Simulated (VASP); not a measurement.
Runs of VASP 6.6.1 on Mg. The structure is that of space group Fd-3m (No. 227), or close to it. The cells are those of the table. 

```tsv
task	spin	cell	k mesh	cutoff (eV)	gap on the mesh (eV)	pressure (GPa)
single point	off	a = 4.733 Å, angles 60.0°, 2 atoms	9 × 9 × 9	520	none	-0.1
relaxation of cell and atoms	off	relaxed from a = 4.460 Å, angles 60.0°, 2 atoms	9 × 9 × 9	600	none	0.0
single point	off	a = 4.535 Å, angles 60.0°, 2 atoms	9 × 9 × 9	520	none	2.0
single point	non-collinear, zero start, SOC	a = 4.733 Å, angles 60.0°, 2 atoms	8 × 8 × 8	520	-	-0.1
single point	off	a = 4.603 Å, angles 60.0°, 2 atoms	9 × 9 × 9	520	none	1.2
single point	off	a = 4.915 Å, angles 60.0°, 2 atoms	9 × 9 × 9	520	none	-1.2
single point	off	a = 4.795 Å, angles 60.0°, 2 atoms	9 × 9 × 9	520	none	(a)
```

Alike in all rows: level LDA; potentials or basis VASP PAW LDA potentials, release 64 (Mg); smearing fermi-dirac 0.1 eV.

Fill in the values left out.

(a) -0.5.

A gap of «none» marks levels without a gap at the run's occupations.
